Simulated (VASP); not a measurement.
Set up this calculation in VASP 6.6.1, as the native input.

```
Task                            : G0W0 quasiparticle levels
Functional                      : PBE
Potentials or basis             : VASP PAW PBE potentials, release 64 (Mg_GW, O_GW)
Cutoff                          : 500 eV
k mesh                          : 6 × 6 × 6
Occupations                     : gaussian, width 0.01 eV
Spin                            : no spin polarisation
Dipole correction               : no
GW scheme                       : G0W0
GW iterations                   : 1
Cutoff of the response function : 140
Frequency points                : 96
Empty bands                     : 69
Further INCAR settings          : ALGO = EVGW0; EDIFF = 1e-08; NBANDS = 73
```

Crystal: MgO.

```
Mg O
1.0
     0.00000    2.10217    2.10217
     2.10217    0.00000    2.10217
     2.10217    2.10217    0.00000
Mg O
1 1
Direct
  0.00000 0.00000 0.00000
  0.50000 0.50000 0.50000
```

These files were run (other wordings do the same):

POSCAR

```
MgO
1.0
    0.0000000000      2.1021674163      2.1021674163
    2.1021674163      0.0000000000      2.1021674163
    2.1021674163      2.1021674163      0.0000000000
Mg O
1 1
Direct
    0.0000000000      0.0000000000      0.0000000000
    0.5000000000      0.5000000000      0.5000000000
```

INCAR.step1

```
SYSTEM = MgO
  PREC = Accurate
  ENCUT = 500
  EDIFF = 1E-8
  ISMEAR = 0
  SIGMA = 0.01
  LREAL = .FALSE.
  LASPH = .TRUE.
  NELM = 60
  ALGO = Normal
  LWAVE = .TRUE.
  LCHARG = .FALSE.
  GGA = PE
```

INCAR.step2

```
SYSTEM = MgO
  PREC = Accurate
  ENCUT = 500
  EDIFF = 1E-8
  ISMEAR = 0
  SIGMA = 0.01
  LREAL = .FALSE.
  LASPH = .TRUE.
  NELM = 1
  ALGO = Exact
  LWAVE = .TRUE.
  LCHARG = .FALSE.
  GGA = PE
  NBANDS = 73
  LOPTICS = .TRUE.
  ISTART = 1
```

INCAR.step3

```
SYSTEM = MgO
  PREC = Accurate
  ENCUT = 500
  EDIFF = 1E-8
  ISMEAR = 0
  SIGMA = 0.01
  LREAL = .FALSE.
  LASPH = .TRUE.
  ALGO = EVGW0
  LWAVE = .FALSE.
  LCHARG = .FALSE.
  GGA = PE
  NELMGW = 1
  NBANDS = 73
  ENCUTGW = 140.0
  NOMEGA = 96
  PRECFOCK = Fast
  ISTART = 1
  NBANDSGW = 12
  OMEGAMAX = 20
```

KPOINTS

```
regular mesh
0
G
  6 6 6
  0 0 0
```

Potentials or basis: VASP PAW PBE potentials, release 64 (Mg_GW, O_GW).

The run is started by

```sh
$ cat potpaw_PBE.64/Mg_GW/POTCAR potpaw_PBE.64/O_GW/POTCAR > POTCAR
$ cp INCAR.step1 INCAR
$ mpirun -np 1 vasp_std > vasp.out
$ cp INCAR.step2 INCAR
$ mpirun -np 1 vasp_std > vasp.out
$ cp INCAR.step3 INCAR
$ mpirun -np 1 vasp_std > vasp.out
```

Results of the run:

```yaml
Quasiparticle_gap: 7.30 eV
Least_direct_quasiparticle_gap: 7.30 eV
Band_gap_of_the_starting_levels_on_the_mesh: 4.78 eV
Least_direct_gap_of_the_starting_levels_on_the_mesh: 4.78 eV
```

Caveat: the k points lie up to 0.43 Å⁻¹ apart; bands, screening cutoff and mesh are small and nothing is extrapolated, so the quasiparticle values aren't converged.

Run time: 120 s on 1 thread of Intel(R) Xeon(R) Platinum 8488C (Sapphire Rapids), with other jobs on the host, peak memory 0.32 GiB.
